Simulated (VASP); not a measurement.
A run of VASP 6.6.1 is set up as follows.

INCAR

```
SYSTEM = SiC
  PREC = Accurate
  ENCUT = 600
  EDIFF = 1E-6
  ISMEAR = 0
  SIGMA = 0.01
  LREAL = .FALSE.
  LASPH = .TRUE.
  NELM = 100
  ALGO = Normal
  ISIF = 3
  LWAVE = .FALSE.
  LCHARG = .FALSE.
  GGA = PS
  IBRION = 2
  NSW = 100
  EDIFFG = -0.002
  PSTRESS = 10.0
```

File KPOINTS:

```
Automatic mesh
0
G
  8 8 6
  0 0 0
```

POSCAR

```
SiC
1.0
    3.0757704001      0.0000000000      0.0000000000
   -1.5378852001      2.6636953027      0.0000000000
    0.0000000000      0.0000000000      5.0475326534
Si C
2 2
Direct
    0.3333333333      0.6666666667      0.0045934394
    0.6666666667      0.3333333333      0.5045934394
    0.3333333333      0.6666666667      0.3804065606
    0.6666666667      0.3333333333      0.8804065606
```

Potentials or basis: VASP PAW PBE potentials, release 64 (Si, C).

Run with:

```sh
$ cat potpaw_PBE.64/Si/POTCAR potpaw_PBE.64/C/POTCAR > POTCAR
$ mpirun -np 1 vasp_std > vasp.out
```

(1) Predict the space group after relaxing (to 0.05 Å).

(2) Estimate the relaxed cell.

(3) Predict the band gap on the k mesh.

## Answers

(1) P6_3mc (No. 186).

(2) a = 3.072 Å, b = 3.072 Å, c = 5.042 Å, α = 90.00°, β = 90.00°, γ = 120.00°.

(3) 2.37 eV, indirect (least direct gap 3.86 eV).

Caveat: the cell is relaxed towards a set pressure, so the enthalpy falls and the energy may rise.
